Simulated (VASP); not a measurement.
Here is a VASP 6.6.1 calculation.

File INCAR:

```
SYSTEM = Ho4Pd
PREC = Accurate
ENCUT = 500
EDIFF = 1E-6
ISMEAR = 0
SIGMA = 0.1
LREAL = .False.
LASPH = .True.
NELM = 200
ALGO = Normal
ISIF = 2
LWAVE = .False.
LCHARG = .True.
GGA = PE
LELF = .True.
LVHAR = .True.
NBANDS = 31
GGA_COMPAT = .False.
LMAXMIX = 6
```

The input KPOINTS:

```
regular mesh
0
Gamma
  4 4 4
  0 0 0
```

POSCAR

```
Ho4Pd
1.0
    0.0000000000      4.4178229011      4.4178229011
    4.4178229011      0.0000000000      4.4178229011
    4.4178229011      4.4178229011      0.0000000000
Ho Pd
4 1
Direct
    0.8740501426      0.8740501426      0.8740501426
    0.8740501426      0.8740501426      0.3778495722
    0.8740501426      0.3778495722      0.8740501426
    0.3778495722      0.8740501426      0.8740501426
    0.5000000000      0.5000000000      0.5000000000
```

Potentials or basis: VASP PAW PBE potentials, release 64 (Ho_3, Pd), 4f in core.

Run with:

```bash
$ cat potpaw_PBE.64/Ho_3/POTCAR potpaw_PBE.64/Pd/POTCAR > POTCAR
$ mpirun -np 1 vasp_std > vasp.out
```

Q: What does it give for the largest force?

A: 0.020 eV/Å.

Q: Estimate the band gap on the k mesh.

A: Zero (bands 23 and 24 overlap by 0.67 eV).

Forces in eV/Å, atoms in the order of the input:
```
Ho  -0.012 -0.012 -0.012
Ho   0.012  0.012 -0.012
Ho   0.012 -0.012  0.012
Ho  -0.012  0.012  0.012
Pd   0.000  0.000  0.000
```

Caveat: spin-orbit coupling is left out, which moves the levels of the heavy elements; the 4f electrons are frozen in the core, so they carry no moment and show no levels. Spin polarisation is off, so any magnetic state and its effect on volume and gap are missing.
